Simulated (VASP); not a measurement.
# Ag in VASP: further runs

Ag is run at these levels: PBEsol; tasks: single point, relaxation of cell and atoms.

All numbers are computed with VASP 6.6.1; they aren't measurements. Logs are shortened: lines on timing, memory, paths and dates and some standing lists are left out, and cuts for length are marked.

**1. The cell of the first run**

The typed cell holds 1 atom: a = 2.869 Å, b = 2.869 Å, c = 2.869 Å, α = 59.97°, β = 59.97°, γ = 59.97°.

**2. Single point, PBEsol**

Contents of INCAR:

```
PREC = Accurate ; ENCUT = 500
EDIFF = 1E-6 ; ISMEAR = 0
SIGMA = 0.1 ; LREAL = F
LASPH = T ; NELM = 120
ALGO = Normal ; ISIF = 2
LWAVE = F ; LCHARG = T
GGA = PS ; LELF = T
LVHAR = T ; NBANDS = 12
GGA_COMPAT = F
```

Contents of KPOINTS:

```
Automatic mesh
0
Gamma
  9 9 9
```

Contents of POSCAR:

```
Ag
1.0
    1.4336200132      0.8277009005      2.3427262291
   -1.4336200132      0.8277009005      2.3427262291
    0.0000000000     -1.6554018010      2.3427262291
Ag
1
Direct
    0.5000000000      0.5000000000      0.5000000000
```

Potentials or basis: VASP PAW PBE potentials, release 64 (Ag).

Command:

```console
> cat potpaw_PBE.64/Ag/POTCAR > POTCAR
> mpirun -np 1 vasp_std > vasp.out
```

OUTCAR:

```text
PREC = Accurate
   ENCUT = 500
   EDIFF = 1E-6
   ISMEAR = 0
   LREAL = F
   LASPH = T
   NELM = 120
   ISIF = 2
   GGA = PS

 ion  position               nearest neighbor table
   1  0.500  0.500  0.500-

  LATTYP: Found a trigonal (rhomboedric) cell.
 ALAT       =     2.8685747868
 COS(alpha) =     0.5004651961

  Lattice vectors:

 A1 = (   1.4336200132,   0.8277009005,   2.3427262291)
 A2 = (  -1.4336200132,   0.8277009005,   2.3427262291)
 A3 = (   0.0000000000,  -1.6554018010,   2.3427262291)

Analysis of symmetry for initial positions (statically):
=====================================================================
 Subroutine PRICEL returns:
 Original cell was already a primitive cell.

 Routine SETGRP: Setting up the symmetry group for a
 trigonal (rhombohedral) supercell.

 Subroutine GETGRP returns: Found 12 space group operations
 (whereof 12 operations were pure point group operations)
 out of a pool of 12 trial point group operations.

The static configuration has the point symmetry D_3d.

Analysis of symmetry for dynamics (positions and initial velocities):
=====================================================================
 Subroutine PRICEL returns:
 Original cell was already a primitive cell.

 Routine SETGRP: Setting up the symmetry group for a
 trigonal (rhombohedral) supercell.

 Subroutine GETGRP returns: Found 12 space group operations
 (whereof 12 operations were pure point group operations)
 out of a pool of 12 trial point group operations.

The dynamic configuration has the point symmetry D_3d.

 Subroutine INISYM returns: Found 12 space group operations
 (whereof 12 operations are pure point group operations),
 and found     1 'primitive' translations

----------------------------------------------------------------------------------------

                                     Primitive cell

  volume of cell :      16.6794

  direct lattice vectors                    reciprocal lattice vectors
     1.433620013  0.827700901  2.342726229     0.348767453  0.201360983  0.142284373
    -1.433620013  0.827700901  2.342726229    -0.348767453  0.201360983  0.142284373
     0.000000000 -1.655401801  2.342726229     0.000000000 -0.402721965  0.142284373

  length of vectors
     2.868574787  2.868574787  2.868574787     0.427118045  0.427118045  0.427118045

  position of ions in fractional coordinates (direct lattice)
     0.500000000  0.500000000  0.500000000

  ion indices of the primitive-cell ions
   primitive index   ion index
                 1           1

----------------------------------------------------------------------------------------

 KPOINTS: Automatic mesh

Automatic generation of k-mesh.
 Grid dimensions read from file:
 generate k-points for:    9    9    9

 Generating k-lattice:

  Cartesian coordinates                     Fractional coordinates (reciprocal lattice)
     0.038751939  0.022373443  0.015809375     0.111111111 -0.000000000 -0.000000000
    -0.038751939  0.022373443  0.015809375    -0.000000000  0.111111111 -0.000000000
     0.000000000 -0.044746885  0.015809375    -0.000000000 -0.000000000  0.111111111

  Length of vectors
     0.047457561  0.047457561  0.047457561

  Shift w.r.t. Gamma in fractional coordinates (k-lattice)
     0.000000000  0.000000000  0.000000000

 Subroutine IBZKPT returns following result:
 ===========================================

 Found     85 irreducible k-points:

 Following reciprocal coordinates:
            Coordinates               Weight
  0.000000  0.000000  0.000000      1.000000
  0.111111 -0.000000  0.000000      6.000000
  0.222222  0.000000 -0.000000      6.000000
  0.333333  0.000000  0.000000      6.000000
  0.444444  0.000000 -0.000000      6.000000
  0.111111  0.111111  0.000000      6.000000
[... 16 lines left out ...]
 -0.333333  0.333333  0.000000      6.000000
  0.444444  0.444444 -0.000000      6.000000
 [... further k-points ...]
   k-points           NKPTS =     85   k-points in BZ     NKDIM =     85   number of bands    NBANDS=     12
   number of dos      NEDOS =    301   number of ions     NIONS =      1
   total plane-waves  NPLWV =  13824
   dimension x,y,z NGX =    24 NGY =   24 NGZ =   24
   dimension x,y,z NGXF=    48 NGYF=   48 NGZF=   48
   ions per type =               1
   NGX,Y,Z   is equivalent  to a cutoff of  13.91, 13.91, 13.91 a.u.
   NGXF,Y,Z  is equivalent  to a cutoff of  27.82, 27.82, 27.82 a.u.
 SYSTEM =  unknown system
   PREC   = accura    normal or accurate (medium, high low for compatibility)
   ISTART =      0    job   : 0-new  1-cont  2-samecut
   ICHARG =      2    charge: 1-file 2-atom 10-const
   ISPIN  =      1    spin polarized calculation?
   LNONCOLLINEAR =      F non collinear calculations
   LSORBIT =      F    spin-orbit coupling
   LASPH  =      T    aspherical Exc in radial PAW
   ENCUT  =  500.0 eV  36.75 Ry    6.06 a.u.   5.23  5.23  5.23*2*pi/ulx,y,z
   NELM   =    120;   NELMIN=  2; NELMDL= -5     # of ELM steps
   EDIFF  = 0.1E-05   stopping-criterion for ELM
   LREAL  =      F    real-space projection
   EDIFFG = 0.1E-04   stopping-criterion for IOM
   NSW    =      0    number of steps for IOM
   IBRION =     -1    ionic relax: 0-MD 1-quasi-New 2-CG
   NFREE  =      0    steps in history (QN), initial steepest desc. (CG)
   ISIF   =      2    stress and relaxation
   ISYM   =      2    0-nonsym 1-usesym 2-fastsym
   POTIM  = 0.5000    time-step for ionic-motion
   TEBEG  =    0.0;   TEEND  =   0.0 temperature during run
   PSTRESS=    0.0 pullay stress
   NELECT =      11.0000    total number of electrons
   NUPDOWN=      -1.0000    fix difference up-down
   EMIN   =  10.00;   EMAX   =-10.00  energy-range for DOS
   EFERMI =   0.00;   METHOD = LEGACY
   ISMEAR =     0;   SIGMA  =   0.10  broadening in eV -4-tet -1-fermi 0-gaus
   EFERMI_NEDOS =   21; number of points for ismear=-14 and -15
   IALGO  =     38    algorithm
   IMIX   =      4    mixing-type and parameters
     AMIX     =   0.40;   BMIX     =  1.00
     AMIX_MAG =   1.60;   BMIX_MAG =  1.00
  volume/ion in A,a.u.               =      16.68       112.56
  Fermi-wavevector in a.u.,A,eV,Ry     =   1.424992  2.692844 27.628004  2.030601
  Thomas-Fermi vector in A             =   2.545423
   LORBIT       =      0    0 simple, 1 ext, 2 COOP (PROOUT), +10 PAW based schemes
   GGA     = PS    functional components
   LHFCALC =     F    Hartree Fock is set to
   AEXX    =    0.0000 exact exchange contribution
   IVDW    =     0    specifies the selected vdW correction
   LEPSILON=     F    determine dielectric tensor
   LRPA    =     F    only Hartree local field effects (RPA)
 non-spin polarized calculation
 Gauss-broadening in eV      SIGMA  =   0.10
  energy-cutoff  :      500.00
  volume of cell :       16.68
 maximum number of plane-waves:       440
 NGX is ok and might be reduce to    24
   NGX = 11   NGY = 11   NGZ = 11

 number of electron      11.0000001 magnetization

 Free energy of the ion-electron system (eV)
  ---------------------------------------------------
  ext. energy  EPLUGINS =         0.00000000
  ---------------------------------------------------
  free energy    TOTEN  =        -3.32870094 eV

  energy without entropy =       -3.32812877  energy(sigma->0) =       -3.32841485

 E-fermi :   8.8253     XC(G=0): -12.5435

 val. band max:        8.4194047072   @ k =  -0.3333  -0.3333   0.1111
 cond. band min:       8.9294122207   @ k =  -0.4444   0.4444   0.4444
 fundamental gap:      0.5100075135
 Fermi energy:         8.8253233346

 k-point     1 :       0.0000    0.0000    0.0000
  band No.  band energies     occupation
      1       0.5466      2.00000
      2       3.6856      2.00000
      3       3.6903      2.00000
      4       3.6903      2.00000
      5       4.7759      2.00000
      6       4.7759      2.00000
      7      24.5743      0.00000
      8      28.2587      0.00000
      9      28.2826      0.00000
     10      28.2826      0.00000
     11      33.1514      0.00000
     12      34.4148      0.00000

 k-point     2 :       0.1111   -0.0000    0.0000
  band No.  band energies     occupation
      1       0.9305      2.00000
      2       3.6085      2.00000
      3       3.7875      2.00000
      4       3.7923      2.00000
      5       4.7424      2.00000
      6       4.7424      2.00000
      7      24.4168      0.00000
      8      25.9943      0.00000
      9      28.4311      0.00000
     10      28.4510      0.00000
     11      32.4644      0.00000
     12      33.8487      0.00000

 k-point     3 :       0.2222    0.0000   -0.0000
  band No.  band energies     occupation
      1       1.8103      2.00000
      2       3.6989      2.00000
      3       3.9044      2.00000
      4       3.9100      2.00000
      5       4.8262      2.00000
      6       4.8267      2.00000
      7      20.8981      0.00000
      8      25.3484      0.00000
      9      28.5271      0.00000
     10      28.5437      0.00000
     11      31.4789      0.00000
     12      32.3399      0.00000
[... 286 lines left out ...]
 k-point    23 :      -0.3333    0.3333    0.0000
  band No.  band energies     occupation
      1       2.6768      2.00000
      2       3.2766      2.00000
      3       3.9170      2.00000
      4       4.7233      2.00000
      5       5.3115      2.00000
      6      11.7175      0.00000
      7      14.4227      0.00000
      8      16.1746      0.00000
      9      22.9007      0.00000
     10      25.4116      0.00000
     11      35.1782      0.00000
     12      35.2711      0.00000

 k-point    24 :       0.4444    0.4444   -0.0000
  band No.  band energies     occupation
      1       2.0211      2.00000
      2       2.1629      2.00000
      3       5.5498      2.00000
      4       5.7357      2.00000
      5       5.7358      2.00000
      6       9.2831      0.00000
      7      16.4052      0.00000
      8      19.4833      0.00000
      9      19.5003      0.00000
     10      25.9359      0.00000
     11      26.0234      0.00000
     12      38.4669      0.00000

 [... further k-points ...]

------------------------ aborting loop because EDIFF is reached ----------------------------------------

  FORCE on cell =-STRESS in cart. coord.  units (eV):
  Direction    XX          YY          ZZ          XY          YZ          ZX
  --------------------------------------------------------------------------------------
  -------------------------------------------------------------------------------------
  Total       -0.0510638     -0.0510638     -0.0600182      0.0000000      0.0000000      0.0000000
  in kB       -4.9050466     -4.9050466     -5.7651834      0.0000000      0.0000000      0.0000000
  external PRESSURE =      -5.1917588 kB  Pullay stress =       0.0000000 kB

 VOLUME and BASIS-vectors are now :
 -----------------------------------------------------------------------------
  energy-cutoff  :      500.00
  volume of cell :       16.68
      direct lattice vectors                 reciprocal lattice vectors
     1.433620013  0.827700901  2.342726229     0.348767453  0.201360983  0.142284373
    -1.433620013  0.827700901  2.342726229    -0.348767453  0.201360983  0.142284373
     0.000000000 -1.655401801  2.342726229     0.000000000 -0.402721965  0.142284373

 POSITION                                       TOTAL-FORCE (eV/Angst)
 -----------------------------------------------------------------------------------
      0.00000      0.00000      3.51409        -0.000000      0.000000      0.000000
 -----------------------------------------------------------------------------------
    total drift:                               -0.000000      0.000000     -0.000000

  FREE ENERGIE OF THE ION-ELECTRON SYSTEM (eV)
  ---------------------------------------------------
  free  energy   TOTEN  =        -3.3287009362 eV

  energy  without entropy=       -3.3281287659  energy(sigma->0) =       -3.32841485
```

Wall time 21 s (1 thread of Intel Xeon 8259CL, shared host); peak memory 0.15 GiB.

Results:

* Free energy: -3.3287 eV
* Pressure: -0.5 GPa

Caveat: the PAW data sets were made with another functional, which shifts forces and pressure a little.

(Continued in part 2 of 2.)
